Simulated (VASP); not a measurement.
# SnO2 (P4_2/mnm) in VASP: electric field gradients with PBE

Aim: the electric field gradients of SnO2 with PBE.

Program: VASP 6.6.1. These are calculated values, not measurements. Logs are shortened: lines on timing, memory, paths and dates and some standing lists are left out, and cuts for length are marked.

## Step 1: The cell of the first run

It takes space group P4_2/mnm (No. 136, tetragonal). The conventional cell has a = 4.827 Å, b = 4.827 Å, c = 3.238 Å, α = 90.00°, β = 90.00°, γ = 90.00°. Sn (site symmetry mmm) has 6 O at 2.09 Å within 2.8 Å. O (site symmetry m2m) has 3 Sn at 2.09 Å and 1 O at 2.64 Å within 2.8 Å.

## Step 2: Electric field gradients, PBE

File INCAR:

```
PREC     = Accurate       # precision mode
ENCUT    = 520            # plane-wave cutoff, eV
EDIFF    = 1E-8           # SCF threshold, eV
ISMEAR   = 0              # smearing method
SIGMA    = 0.05           # smearing width, eV
LREAL    = False          # projectors in reciprocal space
LASPH    = True           # aspherical terms in the spheres
NELM     = 80             # most SCF steps
ALGO     = Normal         # electronic algorithm
ISIF     = 2              # what is computed and relaxed
LWAVE    = False          # write WAVECAR
LCHARG   = False          # write CHGCAR
GGA      = PE             # functional
LEFG     = True         
NBANDS   = 35             # bands
```

File KPOINTS:

```
regular mesh
0
Gamma
  6 6 10
```

File POSCAR:

```
SnO2
1.0
    4.8269640372      0.0000000000      0.0000000000
    0.0000000000      4.8269640372      0.0000000000
    0.0000000000      0.0000000000      3.2383351411
Sn O
2 4
Direct
    0.0000000000      0.0000000000      0.0000000000
    0.5000000000      0.5000000000      0.5000000000
    0.3065715028      0.3065715028      0.0000000000
    0.1934284972      0.8065715028      0.5000000000
    0.6934284972      0.6934284972      0.0000000000
    0.8065715028      0.1934284972      0.5000000000
```

Potentials or basis: VASP PAW PBE potentials, release 64 (Sn_d, O).

The run is started by

```
$ cat potpaw_PBE.64/Sn_d/POTCAR potpaw_PBE.64/O/POTCAR > POTCAR
$ mpirun -np 1 vasp_std > vasp.out
```

OUTCAR:

```text
PREC = Accurate
   ENCUT = 520
   EDIFF = 1E-8
   ISMEAR = 0
   LREAL = False
   LASPH = True
   NELM = 80
   ISIF = 2
   GGA = PE

 ion  position               nearest neighbor table
   1  0.000  0.000  0.000-   4 2.09   6 2.09   4 2.09   6 2.09   5 2.09   3 2.09
   2  0.500  0.500  0.500-   3 2.09   5 2.09   3 2.09   5 2.09   4 2.09   6 2.09
   3  0.307  0.307  0.000-   2 2.09   2 2.09   1 2.09
   4  0.193  0.807  0.500-   1 2.09   1 2.09   2 2.09
   5  0.693  0.693  0.000-   2 2.09   2 2.09   1 2.09
   6  0.807  0.193  0.500-   1 2.09   1 2.09   2 2.09

  LATTYP: Found a simple tetragonal cell.
 ALAT       =     4.8269640372
 C/A-ratio  =     0.6708844558

  Lattice vectors:

 A1 = (   4.8269640372,   0.0000000000,   0.0000000000)
 A2 = (   0.0000000000,   4.8269640372,   0.0000000000)
 A3 = (   0.0000000000,   0.0000000000,   3.2383351411)

Analysis of symmetry for initial positions (statically):
=====================================================================
 Subroutine PRICEL returns:
 Original cell was already a primitive cell.

 Routine SETGRP: Setting up the symmetry group for a
 simple tetragonal supercell.

 Subroutine GETGRP returns: Found 16 space group operations
 (whereof  8 operations were pure point group operations)
 out of a pool of 16 trial point group operations.

The static configuration has the point symmetry D_2h.
 The point group associated with its full space group is D_4h.

Analysis of symmetry for dynamics (positions and initial velocities):
=====================================================================
 Subroutine PRICEL returns:
 Original cell was already a primitive cell.

 Routine SETGRP: Setting up the symmetry group for a
 simple tetragonal supercell.

 Subroutine GETGRP returns: Found 16 space group operations
 (whereof  8 operations were pure point group operations)
 out of a pool of 16 trial point group operations.

The dynamic configuration has the point symmetry D_2h.
 The point group associated with its full space group is D_4h.

 Subroutine INISYM returns: Found 16 space group operations
 (whereof  8 operations are pure point group operations),
 and found     1 'primitive' translations

----------------------------------------------------------------------------------------

                                     Primitive cell

  volume of cell :      75.4519

  direct lattice vectors                    reciprocal lattice vectors
     4.826964037  0.000000000  0.000000000     0.207169557  0.000000000  0.000000000
     0.000000000  4.826964037  0.000000000     0.000000000  0.207169557  0.000000000
     0.000000000  0.000000000  3.238335141     0.000000000  0.000000000  0.308800651

  length of vectors
     4.826964037  4.826964037  3.238335141     0.207169557  0.207169557  0.308800651

  position of ions in fractional coordinates (direct lattice)
     0.000000000  0.000000000  0.000000000
     0.500000000  0.500000000  0.500000000
     0.306571503  0.306571503  0.000000000
     0.193428497  0.806571503  0.500000000
     0.693428497  0.693428497  0.000000000
     0.806571503  0.193428497  0.500000000

  ion indices of the primitive-cell ions
   primitive index   ion index
                 1           1
                 2           2
                 3           3
                 4           4
                 5           5
                 6           6

----------------------------------------------------------------------------------------

 KPOINTS: regular mesh

Automatic generation of k-mesh.
 Grid dimensions read from file:
 generate k-points for:    6    6   10

 Generating k-lattice:

  Cartesian coordinates                     Fractional coordinates (reciprocal lattice)
     0.034528259  0.000000000  0.000000000     0.166666667  0.000000000  0.000000000
     0.000000000  0.034528259  0.000000000     0.000000000  0.166666667  0.000000000
     0.000000000  0.000000000  0.030880065     0.000000000  0.000000000  0.100000000

  Length of vectors
     0.034528259  0.034528259  0.030880065

  Shift w.r.t. Gamma in fractional coordinates (k-lattice)
     0.000000000  0.000000000  0.000000000

 Subroutine IBZKPT returns following result:
 ===========================================

 Found     60 irreducible k-points:

 Following reciprocal coordinates:
            Coordinates               Weight
  0.000000  0.000000  0.000000      1.000000
  0.166667  0.000000  0.000000      4.000000
  0.333333  0.000000  0.000000      4.000000
  0.500000  0.000000  0.000000      2.000000
  0.166667  0.166667  0.000000      4.000000
  0.333333  0.166667  0.000000      8.000000
[... 16 lines left out ...]
  0.333333  0.000000  0.200000      8.000000
  0.500000  0.000000  0.200000      4.000000
 [... further k-points ...]
   k-points           NKPTS =     60   k-points in BZ     NKDIM =     60   number of bands    NBANDS=     35
   number of dos      NEDOS =    301   number of ions     NIONS =      6
   total plane-waves  NPLWV =  31104
   dimension x,y,z NGX =    36 NGY =   36 NGZ =   24
   dimension x,y,z NGXF=    72 NGYF=   72 NGZF=   48
   ions per type =               2   4
   NGX,Y,Z   is equivalent  to a cutoff of  12.40, 12.40, 12.32 a.u.
   NGXF,Y,Z  is equivalent  to a cutoff of  24.80, 24.80, 24.64 a.u.
 SYSTEM =  unknown system
   PREC   = accura    normal or accurate (medium, high low for compatibility)
   ISTART =      0    job   : 0-new  1-cont  2-samecut
   ICHARG =      2    charge: 1-file 2-atom 10-const
   ISPIN  =      1    spin polarized calculation?
   LNONCOLLINEAR =      F non collinear calculations
   LSORBIT =      F    spin-orbit coupling
   LASPH  =      T    aspherical Exc in radial PAW
   ENCUT  =  520.0 eV  38.22 Ry    6.18 a.u.   8.97  8.97  6.02*2*pi/ulx,y,z
   NELM   =     80;   NELMIN=  2; NELMDL= -5     # of ELM steps
   EDIFF  = 0.1E-07   stopping-criterion for ELM
   LREAL  =      F    real-space projection
   EDIFFG = 0.1E-06   stopping-criterion for IOM
   NSW    =      0    number of steps for IOM
   IBRION =     -1    ionic relax: 0-MD 1-quasi-New 2-CG
   NFREE  =      0    steps in history (QN), initial steepest desc. (CG)
   ISIF   =      2    stress and relaxation
   ISYM   =      2    0-nonsym 1-usesym 2-fastsym
   POTIM  = 0.5000    time-step for ionic-motion
   TEBEG  =    0.0;   TEEND  =   0.0 temperature during run
   PSTRESS=    0.0 pullay stress
   NELECT =      52.0000    total number of electrons
   NUPDOWN=      -1.0000    fix difference up-down
   EMIN   =  10.00;   EMAX   =-10.00  energy-range for DOS
   EFERMI =   0.00;   METHOD = LEGACY
   ISMEAR =     0;   SIGMA  =   0.05  broadening in eV -4-tet -1-fermi 0-gaus
   EFERMI_NEDOS =   21; number of points for ismear=-14 and -15
   IALGO  =     38    algorithm
   IMIX   =      4    mixing-type and parameters
     AMIX     =   0.40;   BMIX     =  1.00
     AMIX_MAG =   1.60;   BMIX_MAG =  1.00
  volume/ion in A,a.u.               =      12.58        84.86
  Fermi-wavevector in a.u.,A,eV,Ry     =   1.446059  2.732655 28.450956  2.091086
  Thomas-Fermi vector in A             =   2.564170
   LORBIT       =      0    0 simple, 1 ext, 2 COOP (PROOUT), +10 PAW based schemes
   GGA     = PE    functional components
   LHFCALC =     F    Hartree Fock is set to
   AEXX    =    0.0000 exact exchange contribution
   IVDW    =     0    specifies the selected vdW correction
   LEPSILON=     F    determine dielectric tensor
   LRPA    =     F    only Hartree local field effects (RPA)
 non-spin polarized calculation
 Gauss-broadening in eV      SIGMA  =   0.05
  energy-cutoff  :      520.00
  volume of cell :       75.45
 maximum number of plane-waves:      2060
 NGX is ok and might be reduce to    36
   NGX = 17   NGY = 17   NGZ = 13

 number of electron      52.0000002 magnetization

 Free energy of the ion-electron system (eV)
  ---------------------------------------------------
  ext. energy  EPLUGINS =         0.00000000
  ---------------------------------------------------
  free energy    TOTEN  =       -37.31104539 eV

  energy without entropy =      -37.31104539  energy(sigma->0) =      -37.31104539

 E-fermi :   5.7881     XC(G=0): -10.9767

 val. band max:        5.5329288784   @ k =   0.0000   0.0000   0.0000
 cond. band min:       6.2025396746   @ k =   0.0000   0.0000   0.0000
 fundamental gap:      0.6696107962
 Fermi energy:         5.7880641626

 k-point     1 :       0.0000    0.0000    0.0000
  band No.  band energies     occupation
      1     -15.5027      2.00000
      2     -14.8379      2.00000
      3     -14.6449      2.00000
      4     -14.6176      2.00000
      5     -14.6176      2.00000
      6     -14.5521      2.00000
[... 27 lines left out ...]
     34      17.0179      0.00000
     35      17.7864      0.00000

 k-point     2 :       0.1667    0.0000    0.0000
  band No.  band energies     occupation
      1     -15.4653      2.00000
      2     -14.8798      2.00000
      3     -14.6441      2.00000
      4     -14.6162      2.00000
      5     -14.6161      2.00000
      6     -14.5806      2.00000
[... 27 lines left out ...]
     34      17.1190      0.00000
     35      17.7913      0.00000
[... 796 lines left out ...]
     34      17.5423      0.00000
     35      17.6779      0.00000

 k-point    24 :       0.5000    0.0000    0.2000
  band No.  band energies     occupation
      1     -15.1736      2.00000
      2     -15.1736      2.00000
      3     -14.7699      2.00000
      4     -14.7699      2.00000
      5     -14.5653      2.00000
      6     -14.5653      2.00000
[... 27 lines left out ...]
     34      17.5736      0.00000
     35      17.8412      0.00000

 [... further k-points ...]

------------------------ aborting loop because EDIFF is reached ----------------------------------------

  FORCE on cell =-STRESS in cart. coord.  units (eV):
  Direction    XX          YY          ZZ          XY          YZ          ZX
  --------------------------------------------------------------------------------------
  -------------------------------------------------------------------------------------
  Total        0.2506800      0.2506800      0.3762398      0.0000000      0.0000000      0.0000000
  in kB        5.3230469      5.3230469      7.9892392      0.0000000      0.0000000      0.0000000
  external PRESSURE =       6.2117777 kB  Pullay stress =       0.0000000 kB

 VOLUME and BASIS-vectors are now :
 -----------------------------------------------------------------------------
  energy-cutoff  :      520.00
  volume of cell :       75.45
      direct lattice vectors                 reciprocal lattice vectors
     4.826964037  0.000000000  0.000000000     0.207169557  0.000000000  0.000000000
     0.000000000  4.826964037  0.000000000     0.000000000  0.207169557  0.000000000
     0.000000000  0.000000000  3.238335141     0.000000000  0.000000000  0.308800651

 POSITION                                       TOTAL-FORCE (eV/Angst)
 -----------------------------------------------------------------------------------
      0.00000      0.00000      0.00000         0.000000     -0.000000      0.000000
      2.41348      2.41348      1.61917         0.000000     -0.000000      0.000000
      1.47981      1.47981      0.00000        -0.011214     -0.011214     -0.000000
      0.93367      3.89329      1.61917         0.011214     -0.011214      0.000000
      3.34715      3.34715      0.00000         0.011214      0.011214      0.000000
      3.89329      0.93367      1.61917        -0.011214      0.011214      0.000000
 -----------------------------------------------------------------------------------
    total drift:                                0.000000      0.000000      0.000000

  FREE ENERGIE OF THE ION-ELECTRON SYSTEM (eV)
  ---------------------------------------------------
  free  energy   TOTEN  =       -37.3110453867 eV

  energy  without entropy=      -37.3110453867  energy(sigma->0) =      -37.31104539

 Electric field gradients (V/A^2)
---------------------------------------------------------------------
 ion       V_xx      V_yy      V_zz      V_xy      V_xz      V_yz
---------------------------------------------------------------------
   1      26.934    26.934   -53.867   -19.009    -0.000    -0.000
   2      26.934    26.934   -53.867    19.009     0.000     0.000
   3     -24.754   -24.754    49.508    88.269     0.000     0.000
   4     -24.754   -24.754    49.508   -88.269     0.000     0.000
   5     -24.754   -24.754    49.508    88.269    -0.000    -0.000
   6     -24.754   -24.754    49.508   -88.269     0.000    -0.000
---------------------------------------------------------------------

 Electric field gradients after diagonalization (V/A^2)
 (convention: |V_zz| > |V_xx| > |V_yy|)
----------------------------------------------------------------------
 ion       V_xx      V_yy      V_zz     asymmetry (V_yy - V_xx)/ V_zz
----------------------------------------------------------------------
   1      45.943     7.924   -53.867       0.706
   2      45.943     7.924   -53.867       0.706
   3      63.515    49.508  -113.024       0.124
   4      63.515    49.508  -113.024       0.124
   5      63.515    49.508  -113.024       0.124
   6      63.515    49.508  -113.024       0.124
----------------------------------------------------------------------

           NMR quadrupolar parameters

 Cq : quadrupolar parameter    Cq=e*Q*V_zz/h
 eta: asymmetry parameters     (V_yy - V_xx)/ V_zz
 Q  : nuclear electric quadrupole moment in mb (millibarn)
----------------------------------------------------------------------
 ion       Cq(MHz)       eta       Q (mb)
----------------------------------------------------------------------
   1      -0.130       0.706       1.000
   2      -0.130       0.706       1.000
   3      -0.273       0.124       1.000
   4      -0.273       0.124       1.000
   5      -0.273       0.124       1.000
   6      -0.273       0.124       1.000
----------------------------------------------------------------------
```

Run time: 2.5 min. Hardware: 1 thread of AMD EPYC 7R13 (Zen 3), shared host; peak memory 0.23 GiB.

What came out:

```
Free energy                             : -37.3110 eV
Pressure                                : 0.6 GPa
Largest force                           : 0.016 eV/Å
Band gap on the k mesh                  : 0.67 eV
Largest electric field gradient by atom : Sn -53.9; O -113.0 V/Å²
```

Forces on the atoms (eV/Å):
```
Sn   0.000  0.000  0.000
Sn   0.000  0.000  0.000
O   -0.011 -0.011  0.000
O    0.011 -0.011  0.000
O    0.011  0.011  0.000
O   -0.011  0.011  0.000
```

Electric field gradients, principal values (V/Å²):
```
atom   least  middle  greatest (by size)
1 Sn   7.924  45.943             -53.867
2 Sn   7.924  45.943             -53.867
 3 O  49.508  63.515            -113.024
 4 O  49.508  63.515            -113.024
 5 O  49.508  63.515            -113.024
 6 O  49.508  63.515            -113.024
```

Caveat: semilocal functionals underestimate gaps, and a narrow one can read as zero; without QUAD_EFG the Cq values of the log hold for a quadrupole moment of 1 mb, not for the nuclei; spin-orbit coupling is left out, which moves the levels of the heavy elements. Expect the measured gap to be larger: semilocal functionals such as PBE lack the derivative discontinuity.
